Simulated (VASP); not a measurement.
# Co (P6_3/mmc) in VASP: a series of runs

Co is run at these levels: RPBE; tasks: single point, relaxation of cell and atoms.

Everything below comes from runs of VASP 6.6.1. Logs are shortened: lines on timing, memory, paths and dates and some standing lists are left out, and cuts for length are marked.

### Step 1. The cell of the first run

Symmetry: P6_3/mmc, No. 194, hexagonal system. Conventional cell: a = 2.519 Å, b = 2.519 Å, c = 8.172 Å, α = 90.00°, β = 90.00°, γ = 120.00°. Within 3.3 Å of Co (site symmetry -3m) lie 12 Co at 2.51 to 2.52 Å. Co (site symmetry -6m2) has 12 Co at 2.51 to 2.52 Å within 3.3 Å.

### Step 2. Single point, RPBE, collinear spin, ferromagnetic start

INCAR

```
SYSTEM = Co
PREC = Accurate
ENCUT = 520
EDIFF = 1E-7
ISMEAR = -1
SIGMA = 0.05
LREAL = .False.
LASPH = .True.
NELM = 150
ALGO = Normal
ISIF = 2
LWAVE = .False.
LCHARG = .False.
ISPIN = 2
MAGMOM = 1.7 1.7 1.7 1.7
LORBIT = 11
LMAXMIX = 4
GGA = RP
NBANDS = 30
```

KPOINTS

```
Automatic mesh
0
Gamma
  14 14 4
  0 0 0
```

POSCAR

```
Co
1.0
    2.5185295581      0.0000000000      0.0000000000
   -1.2592647791      2.1811105775      0.0000000000
    0.0000000000      0.0000000000      8.1716783633
Co
4
Direct
    1.0000000000      1.0000000000      0.0000000000
    1.0000000000      1.0000000000      0.5000000000
    0.3333333333      0.6666666667      0.2500000000
    0.6666666667      0.3333333333      0.7500000000
```

Potentials or basis: VASP PAW PBE potentials, release 64 (Co).

Started as:

```sh
$ cat potpaw_PBE.64/Co/POTCAR > POTCAR
$ mpirun -np 1 vasp_std > vasp.out
```

OUTCAR:

```text
SYSTEM = Co
   PREC = Accurate
   ENCUT = 520
   EDIFF = 1E-7
   ISMEAR = -1
   LREAL = .False.
   LASPH = .True.
   NELM = 150
   ISIF = 2
   ISPIN = 2
   LORBIT = 11
   GGA = RP

 ion  position               nearest neighbor table
   1  0.000  0.000  0.000-   3 2.51   4 2.51   4 2.51   3 2.51   4 2.51   3 2.51
   2  0.000  0.000  0.500-   3 2.51   4 2.51   4 2.51   3 2.51   4 2.51   3 2.51
   3  0.333  0.667  0.250-   1 2.51   2 2.51   1 2.51   2 2.51   1 2.51   2 2.51
   4  0.667  0.333  0.750-   1 2.51   2 2.51   1 2.51   2 2.51   1 2.51   2 2.51

  LATTYP: Found a hexagonal cell.
 ALAT       =     2.5185295581
 C/A-ratio  =     3.2446227748

  Lattice vectors:

 A1 = (   2.5185295581,   0.0000000000,   0.0000000000)
 A2 = (  -1.2592647791,   2.1811105775,   0.0000000000)
 A3 = (   0.0000000000,   0.0000000000,   8.1716783633)

Analysis of symmetry for initial positions (statically):
=====================================================================
 Subroutine PRICEL returns:
 Original cell was already a primitive cell.

 Routine SETGRP: Setting up the symmetry group for a
 hexagonal supercell.

 Subroutine GETGRP returns: Found 24 space group operations
 (whereof 12 operations were pure point group operations)
 out of a pool of 24 trial point group operations.

The static configuration has the point symmetry D_3d.
 The point group associated with its full space group is D_6h.

Analysis of symmetry for dynamics (positions and initial velocities):
=====================================================================
 Subroutine PRICEL returns:
 Original cell was already a primitive cell.

 Routine SETGRP: Setting up the symmetry group for a
 hexagonal supercell.

 Subroutine GETGRP returns: Found 24 space group operations
 (whereof 12 operations were pure point group operations)
 out of a pool of 24 trial point group operations.

The dynamic configuration has the point symmetry D_3d.
 The point group associated with its full space group is D_6h.

Analysis of structural, dynamic, and magnetic symmetry:
=====================================================================
 Subroutine PRICEL returns:
 Original cell was already a primitive cell.

 Routine SETGRP: Setting up the symmetry group for a
 hexagonal supercell.

 Subroutine GETGRP returns: Found 24 space group operations
 (whereof 12 operations were pure point group operations)
 out of a pool of 24 trial point group operations.

The overall configuration has the point symmetry D_3d.
 The point group associated with its full space group is D_6h.

 Subroutine INISYM returns: Found 24 space group operations
 (whereof 12 operations are pure point group operations),
 and found     1 'primitive' translations

----------------------------------------------------------------------------------------

                                     Primitive cell

  volume of cell :      44.8886

  direct lattice vectors                    reciprocal lattice vectors
     2.518529558  0.000000000  0.000000000     0.397057083  0.229241014  0.000000000
    -1.259264779  2.181110578  0.000000000     0.000000000  0.458482028  0.000000000
     0.000000000  0.000000000  8.171678363     0.000000000  0.000000000  0.122373882

  length of vectors
     2.518529558  2.518529558  8.171678363     0.458482028  0.458482028  0.122373882

  position of ions in fractional coordinates (direct lattice)
     0.000000000  0.000000000  0.000000000
     0.000000000  0.000000000  0.500000000
     0.333333333  0.666666667  0.250000000
     0.666666667  0.333333333  0.750000000

  ion indices of the primitive-cell ions
   primitive index   ion index
                 1           1
                 2           2
                 3           3
                 4           4

----------------------------------------------------------------------------------------

 KPOINTS: Automatic mesh

Automatic generation of k-mesh.
 Grid dimensions read from file:
 generate k-points for:   14   14    4

 Generating k-lattice:

  Cartesian coordinates                     Fractional coordinates (reciprocal lattice)
     0.028361220  0.016374358  0.000000000     0.071428571  0.000000000  0.000000000
     0.000000000  0.032748716  0.000000000     0.000000000  0.071428571  0.000000000
     0.000000000  0.000000000  0.030593470     0.000000000  0.000000000  0.250000000

  Length of vectors
     0.032748716  0.032748716  0.030593470

  Shift w.r.t. Gamma in fractional coordinates (k-lattice)
     0.000000000  0.000000000  0.000000000

 Subroutine IBZKPT returns following result:
 ===========================================

 Found     72 irreducible k-points:

 Following reciprocal coordinates:
            Coordinates               Weight
  0.000000  0.000000  0.000000      1.000000
  0.071429 -0.000000  0.000000      6.000000
  0.142857  0.000000  0.000000      6.000000
  0.214286 -0.000000  0.000000      6.000000
  0.285714  0.000000  0.000000      6.000000
  0.357143 -0.000000  0.000000      6.000000
[... 16 lines left out ...]
  0.285714  0.285714  0.000000      6.000000
  0.357143  0.285714  0.000000      6.000000
 [... further k-points ...]
   k-points           NKPTS =     72   k-points in BZ     NKDIM =     72   number of bands    NBANDS=     30
   number of dos      NEDOS =    301   number of ions     NIONS =      4
   total plane-waves  NPLWV =  25600
   dimension x,y,z NGX =    20 NGY =   20 NGZ =   64
   dimension x,y,z NGXF=    40 NGYF=   40 NGZF=  128
   ions per type =               4
   NGX,Y,Z   is equivalent  to a cutoff of  13.20, 13.20, 13.02 a.u.
   NGXF,Y,Z  is equivalent  to a cutoff of  26.40, 26.40, 26.04 a.u.
 SYSTEM =  Co
   PREC   = accura    normal or accurate (medium, high low for compatibility)
   ISTART =      0    job   : 0-new  1-cont  2-samecut
   ICHARG =      2    charge: 1-file 2-atom 10-const
   ISPIN  =      2    spin polarized calculation?
   LNONCOLLINEAR =      F non collinear calculations
   LSORBIT =      F    spin-orbit coupling
   LASPH  =      T    aspherical Exc in radial PAW
   ENCUT  =  520.0 eV  38.22 Ry    6.18 a.u.   4.68  4.68 15.19*2*pi/ulx,y,z
   NELM   =    150;   NELMIN=  2; NELMDL= -5     # of ELM steps
   EDIFF  = 0.1E-06   stopping-criterion for ELM
   LREAL  =      F    real-space projection
   EDIFFG = 0.1E-05   stopping-criterion for IOM
   NSW    =      0    number of steps for IOM
   IBRION =     -1    ionic relax: 0-MD 1-quasi-New 2-CG
   NFREE  =      0    steps in history (QN), initial steepest desc. (CG)
   ISIF   =      2    stress and relaxation
   ISYM   =      2    0-nonsym 1-usesym 2-fastsym
   POTIM  = 0.5000    time-step for ionic-motion
   TEBEG  =    0.0;   TEEND  =   0.0 temperature during run
   PSTRESS=    0.0 pullay stress
   NELECT =      36.0000    total number of electrons
   NUPDOWN=      -1.0000    fix difference up-down
   EMIN   =  10.00;   EMAX   =-10.00  energy-range for DOS
   EFERMI =   0.00;   METHOD = LEGACY
   ISMEAR =    -1;   SIGMA  =   0.05  broadening in eV -4-tet -1-fermi 0-gaus
   EFERMI_NEDOS =   21; number of points for ismear=-14 and -15
   IALGO  =     38    algorithm
   IMIX   =      4    mixing-type and parameters
     AMIX     =   0.40;   BMIX     =  1.00
     AMIX_MAG =   1.60;   BMIX_MAG =  1.00
  volume/ion in A,a.u.               =      11.22        75.73
  Fermi-wavevector in a.u.,A,eV,Ry     =   1.521004  2.874281 31.476438  2.313453
  Thomas-Fermi vector in A             =   2.629778
   LORBIT       =     11    0 simple, 1 ext, 2 COOP (PROOUT), +10 PAW based schemes
   GGA     = RP    functional components
   LHFCALC =     F    Hartree Fock is set to
   AEXX    =    0.0000 exact exchange contribution
   IVDW    =     0    specifies the selected vdW correction
   LEPSILON=     F    determine dielectric tensor
   LRPA    =     F    only Hartree local field effects (RPA)
 spin polarized calculation
  energy-cutoff  :      520.00
  volume of cell :       44.89
 maximum number of plane-waves:      1242
 NGX is ok and might be reduce to    20
   NGX =  9   NGY =  9   NGZ = 31

 number of electron      36.0000018 magnetization       6.7125558

 Free energy of the ion-electron system (eV)
  ---------------------------------------------------
  ext. energy  EPLUGINS =         0.00000000
  ---------------------------------------------------
  free energy    TOTEN  =       -26.05668540 eV

  energy without entropy =      -26.02593326  energy(sigma->0) =      -26.04130933

 E-fermi :   9.9987     XC(G=0): -13.0951

 val. band max:        9.9945949293   @ k =   0.4286  -0.0000   0.0000
 cond. band min:      10.0007722565   @ k =   0.2143   0.0714   0.0000
 fundamental gap:      0.0061773271
 Fermi energy:         9.9986623952

 spin component 1

 k-point     1 :       0.0000    0.0000    0.0000
  band No.  band energies     occupation
      1       1.2387      1.00000
      2       3.4065      1.00000
      3       3.4344      1.00000
      4       4.9455      1.00000
      5       7.0166      1.00000
      6       7.0476      1.00000
[... 781 lines left out ...]
     29      19.4997      0.00000
     30      22.2155      0.00000

 [... further k-points ...]

 spin component 2

 k-point     1 :       0.0000    0.0000    0.0000
  band No.  band energies     occupation
      1       1.1869      1.00000
      2       3.4411      1.00000
      3       3.4451      1.00000
      4       5.9010      1.00000
      5       8.4198      1.00000
      6       8.4879      1.00000
[... 781 lines left out ...]
     29      20.1346      0.00000
     30      22.6428      0.00000

 [... further k-points ...]

------------------------ aborting loop because EDIFF is reached ----------------------------------------

  FORCE on cell =-STRESS in cart. coord.  units (eV):
  Direction    XX          YY          ZZ          XY          YZ          ZX
  --------------------------------------------------------------------------------------
  -------------------------------------------------------------------------------------
  Total       -0.1297302     -0.1297302     -0.2008656      0.0000000      0.0000000      0.0000000
  in kB       -4.6303693     -4.6303693     -7.1693551      0.0000000      0.0000000      0.0000000
  external PRESSURE =      -5.4766979 kB  Pullay stress =       0.0000000 kB

 VOLUME and BASIS-vectors are now :
 -----------------------------------------------------------------------------
  energy-cutoff  :      520.00
  volume of cell :       44.89
      direct lattice vectors                 reciprocal lattice vectors
     2.518529558  0.000000000  0.000000000     0.397057083  0.229241014  0.000000000
    -1.259264779  2.181110578  0.000000000     0.000000000  0.458482028  0.000000000
     0.000000000  0.000000000  8.171678363     0.000000000  0.000000000  0.122373882

 POSITION                                       TOTAL-FORCE (eV/Angst)
 -----------------------------------------------------------------------------------
      0.00000      0.00000      0.00000        -0.000000      0.000000      0.000000
      0.00000      0.00000      4.08584        -0.000000      0.000000      0.000000
     -0.00000      1.45407      2.04292        -0.000000     -0.000000      0.000000
      1.25926      0.72704      6.12876         0.000000      0.000000     -0.000000
 -----------------------------------------------------------------------------------
    total drift:                                0.000000     -0.000000      0.000000

  FREE ENERGIE OF THE ION-ELECTRON SYSTEM (eV)
  ---------------------------------------------------
  free  energy   TOTEN  =       -26.0566854026 eV

  energy  without entropy=      -26.0259332637  energy(sigma->0) =      -26.04130933

 total charge

# of ion       s       p       d       tot
------------------------------------------
    1        0.479   0.495   7.237   8.211
    2        0.479   0.495   7.237   8.211
    3        0.478   0.498   7.230   8.206
    4        0.478   0.498   7.230   8.206
--------------------------------------------------
tot          1.915   1.987  28.934  32.835

 magnetization (x)

# of ion       s       p       d       tot
------------------------------------------
    1       -0.014  -0.053   1.765   1.698
    2       -0.014  -0.053   1.765   1.698
    3       -0.013  -0.055   1.784   1.715
    4       -0.013  -0.055   1.784   1.715
--------------------------------------------------
tot         -0.055  -0.217   7.098   6.826
```

Wall time 5.2 min (1 thread of AMD EPYC 7R13, shared host); peak memory 0.24 GiB.

Results:

```yaml
Free_energy: -26.0567 eV
Pressure: -0.5 GPa
Net_moment: 6.71 μB per cell
Site_moments: Co +1.70, +1.72 (each value once) μB
Valence_electrons_inside_the_program's_atomic_spheres: Co 8.21
```

Stress tensor (GPa, compression positive):
```
-0.46  0.00  0.00
 0.00 -0.46  0.00
 0.00  0.00 -0.72
```

Levels at points of the mesh, in eV from the Fermi level:
Spin up:
```tsv
k point	band 20	band 21	band 22	band 23	band 24	band 25
(0.00, 0.00, 0.00)	-1.30	-1.30	-0.93	-0.93	-0.15	5.95
(0.50, 0.00, 0.00)	-0.68	0.24	1.34	2.27	2.90	6.60
(0.00, 0.00, 0.50)	-1.75	-1.09	-1.09	-1.09	-1.09	8.97
(0.50, 0.00, 0.50)	-0.74	1.10	1.10	2.63	2.63	6.99
```
Spin down:
```csv
k point,band 11,band 12,band 13,band 14,band 15,band 16,band 17,band 18
"(0.00, 0.00, 0.00)",-1.00,-0.76,-0.76,-0.73,-0.73,-0.28,0.09,0.09
"(0.50, 0.00, 0.00)",-0.71,-0.08,-0.03,0.45,1.13,1.18,1.18,1.18
"(0.00, 0.00, 0.50)",-0.95,-0.95,-0.87,-0.87,-0.87,-0.87,0.26,0.26
"(0.50, 0.00, 0.50)",-0.79,-0.79,-0.22,-0.22,0.81,0.81,1.15,1.15
```

Caveat: the PAW data sets were made with another functional, which shifts forces and pressure a little.

### Step 3. Single point, RPBE, collinear spin, ferromagnetic start (9.88 Å³/atom)

This run uses another cell than the first one, of 9.88 Å³/atom.

INCAR

```
  PREC = Accurate
  ENCUT = 520
  EDIFF = 1E-7
  ISMEAR = -1
  SIGMA = 0.05
  LREAL = False
  LASPH = True
  NELM = 150
  ALGO = Normal
  ISIF = 2
  LWAVE = False
  LCHARG = False
  ISPIN = 2
  MAGMOM = 1.748 1.748 1.764 1.764
  LORBIT = 11
  LMAXMIX = 4
  GGA = RP
  NBANDS = 30
```

KPOINTS

```
regular mesh
0
Gamma
  16 16 5
```

POSCAR

```
Co
1.0
    2.4134665071      0.0000000000      0.0000000000
   -1.2067332536      2.0901233063      0.0000000000
    0.0000000000      0.0000000000      7.8307883951
Co
4
Direct
    1.0000000000      1.0000000000      0.0000000000
    1.0000000000      1.0000000000      0.5000000000
    0.3333333333      0.6666666667      0.2500000000
    0.6666666667      0.3333333333      0.7500000000
```

Potentials or basis: VASP PAW PBE potentials, release 64 (Co).

Started as:

```sh
$ cat potpaw_PBE.64/Co/POTCAR > POTCAR
$ mpirun -np 1 vasp_std > vasp.out
```

It took 5.4 min on 1 thread of AMD EPYC 7R13, shared host; peak memory 0.24 GiB.

The run converged. Its results:

```yaml
Free_energy: -25.6102 eV
Pressure: 31.5 GPa
Net_moment: 6.26 μB per cell
Site_moments: Co +1.56, +1.58 (each value once) μB
Valence_electrons_inside_the_program's_atomic_spheres: Co 8.48, 8.47 (each value once)
```

Stress tensor (GPa, compression positive):
```
31.37  0.00  0.00
 0.00 31.37  0.00
 0.00  0.00 31.63
```

Levels at points of the mesh, in eV from the Fermi level:
Spin up:
```
           k point  band 19  band 20  band 21  band 22  band 23  band 24
(0.00, 0.00, 0.00)    -1.50    -1.13    -1.13    -0.68    -0.68    -0.22
(0.50, 0.00, 0.00)    -0.41    -0.38     0.29     1.49     2.81     3.48
```
Spin down:
| k point | band 10 | band 11 | band 12 | band 13 | band 14 | band 15 | band 16 | band 17 | band 18 | band 19 |
| --- | --- | --- | --- | --- | --- | --- | --- | --- | --- | --- |
| (0.00, 0.00, 0.00) | -1.33 | -1.26 | -1.00 | -1.00 | -0.94 | -0.94 | -0.29 | 0.00 | 0.00 | 0.40 |
| (0.50, 0.00, 0.00) | -1.36 | -0.91 | -0.17 | -0.13 | 0.50 | 1.27 | 1.32 | 1.34 | 1.34 | 1.44 |

Caveat: the cell stands under pressure; the PAW data sets were made with another functional, which shifts forces and pressure a little.

### Step 4. Single point, RPBE, collinear spin, ferromagnetic start (10.32 Å³/atom)

This run uses another cell than the first one, of 10.32 Å³/atom.

INCAR

```
SYSTEM = Co
ALGO = Normal ; EDIFF = 1E-6
ENCUT = 520 ; GGA = RP
ISIF = 2 ; ISMEAR = -1
ISPIN = 2 ; LASPH = .TRUE.
LCHARG = .FALSE. ; LMAXMIX = 4
LORBIT = 11 ; LREAL = .FALSE.
LWAVE = .FALSE. ; MAGMOM = 1.748 1.748 1.764 1.764
NBANDS = 30 ; NELM = 150
PREC = Accurate ; SIGMA = 0.05
```

KPOINTS

```
k-points
0
G
  16 16 5
  0 0 0
```

POSCAR

```
Co
1.0
    2.4494937068      0.0000000000      0.0000000000
   -1.2247468534      2.1213237764      0.0000000000
    0.0000000000      0.0000000000      7.9476830676
Co
4
Direct
    1.0000000000      1.0000000000      0.0000000000
    1.0000000000      1.0000000000      0.5000000000
    0.3333333333      0.6666666667      0.2500000000
    0.6666666667      0.3333333333      0.7500000000
```

Started as:

```sh
$ cat potpaw_PBE.64/Co/POTCAR > POTCAR
$ mpirun -np 1 vasp_std > vasp.out
```

Run time: 4.9 min. Hardware: 1 thread of AMD EPYC 7R13, shared host; peak memory 0.24 GiB.

Results (log left out):

* Free energy: -25.8835 eV
* Pressure: 17.9 GPa
* Net moment: 6.35 μB per cell
* Site moments: Co +1.59, +1.61 (each value once) μB
* Valence electrons inside the program's atomic spheres: Co 8.38, 8.37 (each value once)

Stress tensor (GPa, compression positive):
```
17.86  0.00  0.00
 0.00 17.86  0.00
 0.00  0.00 18.13
```

Levels at points of the mesh, in eV from the Fermi level:
Spin up:
| k point | band 19 | band 20 | band 21 | band 22 | band 23 | band 24 |
| --- | --- | --- | --- | --- | --- | --- |
| (0.00, 0.00, 0.00) | -1.53 | -1.19 | -1.19 | -0.76 | -0.76 | -0.20 |
| (0.50, 0.00, 0.00) | -0.51 | -0.48 | 0.27 | 1.43 | 2.61 | 3.27 |
Spin down:
```
           k point  band 11  band 12  band 13  band 14  band 15  band 16  band 17  band 18
(0.00, 0.00, 0.00)    -1.17    -0.92    -0.92    -0.87    -0.87    -0.29     0.03     0.03
(0.50, 0.00, 0.00)    -0.85    -0.14    -0.10     0.47     1.21     1.26     1.27     1.27
```

Caveat: the cell stands under pressure; the PAW data sets were made with another functional, which shifts forces and pressure a little.

[end of part 1 of 2]
